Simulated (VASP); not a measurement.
# SrCl2: single point with PBE

Crystal: SrCl2.

```
CELL_PARAMETERS angstrom
0.00000 3.36970 3.59277
3.36970 0.00000 3.59277
3.36970 3.36970 0.00000
ATOMIC_POSITIONS crystal
Sr 0.00000 0.00000 0.00000
Cl 0.25000 0.25000 0.25000
Cl 0.75000 0.75000 0.75000
```

```json
{
  "Program": "VASP 6.6.1",
  "Task": "single point",
  "Functional": "PBE",
  "Potentials or basis": "VASP PAW PBE potentials, release 64 (Sr_sv, Cl)",
  "Cutoff": "520 eV",
  "k mesh": "6 × 6 × 6",
  "Occupations": "gaussian, width 0.05 eV",
  "Spin": "no spin polarisation"
}
```

```json
{"Pressure": "2.8 GPa", "Band gap on the k mesh": "5.14 eV (least direct gap 5.29 eV)"}
```

Stress tensor (GPa, compression positive):
```
3.92 0.00 0.00
0.00 3.92 0.00
0.00 0.00 0.47
```

Levels at points of the mesh, in eV from the valence-band top:
```tsv
k point	band 10	band 11	band 12	band 13	band 14	band 15
(0.00, 0.00, 0.00)	-0.83	-0.33	-0.33	5.14	5.89	6.14
(0.50, 0.00, 0.00)	-1.55	-1.27	-1.23	6.52	6.62	7.43
(0.50, 0.50, 0.00)	-0.46	-0.46	-0.39	5.30	6.64	7.55
(0.50, 0.00, 0.50)	-0.91	-0.34	0.00	5.29	7.15	7.55
```

Wall time 29 s on 1 thread of AMD EPYC 9R45 96-Core Processor (Zen 5), with other jobs on the host, peak memory 0.21 GiB.

A k mesh can miss the band edges.
